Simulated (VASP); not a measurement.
B:

```
B
1.0
     2.08956   -2.83254    0.01496
     2.12374    2.85673   -0.04324
    -0.02941   -0.04285    4.32697
B
8
Direct
  0.25247 0.24443 0.23927
  0.24698 0.75782 0.27027
  0.72852 0.23950 0.25160
  0.77122 0.74562 0.25200
  0.25395 0.28303 0.74975
  0.24028 0.73759 0.73865
  0.74338 0.24356 0.75408
  0.76320 0.74845 0.74437
```

```yaml
Program: VASP 6.6.1
Task: relaxation of cell and atoms
Functional: PBE
Potentials_or_basis: VASP PAW PBE potentials, release 64 (B)
Cutoff: 600 eV
k_mesh: 8 × 8 × 6
Occupations: gaussian, width 0.1 eV
Spin: no spin polarisation
```

At the start: pressure 10.8 GPa; volume 6.48 Å³/atom.

Where does the relaxation end?

Over 35 steps the energy falls by 652.9 meV/atom and the volume is 6.72 Å³/atom (+3.8 %); space group P1 (No. 1, to 0.1 Å) before, C2/m (No. 12, to 0.1 Å).

Step by step:
```
step  energy change (eV)  largest force (eV/Å)  pressure (GPa)  volume (Å³)
   1              0.0000                2.2437           10.79        51.85
   2             -0.2521                1.4296          -11.20        55.12
   3             -0.4617                0.9700           -4.16        53.69
   4             -0.6928                1.3018           -0.41        52.91
   5             -1.1458                1.9742           10.69        51.23
   6             -0.0885                7.5968           50.38        47.83
   7             -1.2335                2.0791           14.63        50.73
   8             -1.2513                2.2196           20.05        50.16
   9             -1.2861                2.1784           20.70        50.15
  10             -1.3632                2.0049           22.85        50.11
  11             -1.3659                3.7656           27.90        50.01
  12             -1.5342                3.9764           26.61        50.40
  13             -1.9194                4.7108           23.45        51.53
  14             -1.9334                6.4603           21.36        53.68
  15             -2.0647                5.7909           21.80        52.73
  16             -2.8019                3.4285           12.71        54.12
  17             -3.5696                2.1272           -2.86        57.28
  18             -3.5853                2.0718           -4.65        57.74
  19             -3.8134                2.0336           -5.05        57.47
  20             -4.3167                1.9132           -5.14        56.66
  21             -4.4790                1.5088            0.34        54.95
  22             -4.5499                1.6604           -2.44        55.55
  23             -4.8484                1.2090           -1.33        54.81
  24             -4.9776                1.2361            1.90        53.96
  25             -5.1250                0.5480            0.30        54.08
  26             -5.1549                0.7904           -0.31        54.15
  27             -5.1964                0.3301           -0.79        54.10
  28             -5.1997                0.3237           -0.88        54.08
  29             -5.2122                0.2204           -0.01        53.88
  30             -5.2144                0.1923            0.59        53.75
  31             -5.2205                0.1137            0.12        53.80
  32             -5.2216                0.1169           -0.16        53.83
  33             -5.2229                0.0443            0.01        53.80
  34             -5.2230                0.0446            0.05        53.79
  35             -5.2232                0.0147            0.00        53.80
```

Final structure:
```xyz
8
Lattice="1.9629 -3.1533 0.0092 1.5399 2.8732 0.0124 -0.0325 -0.0040 5.1255" Properties=species:S:1:pos:R:3 pbc="T T T"
B     0.8695   -0.0710    0.8733
B     1.6354    1.3644    1.7072
B     1.8517   -1.6473    0.8769
B     2.6169   -0.2123    1.7107
B     0.8477   -0.0728    4.2642
B     1.6245    1.3641    3.4428
B     1.8299   -1.6491    4.2673
B     2.6059   -0.2125    3.4458
```

Caveat: a cell axis changed by over 15 % at a fixed basis, so the end point is rough.
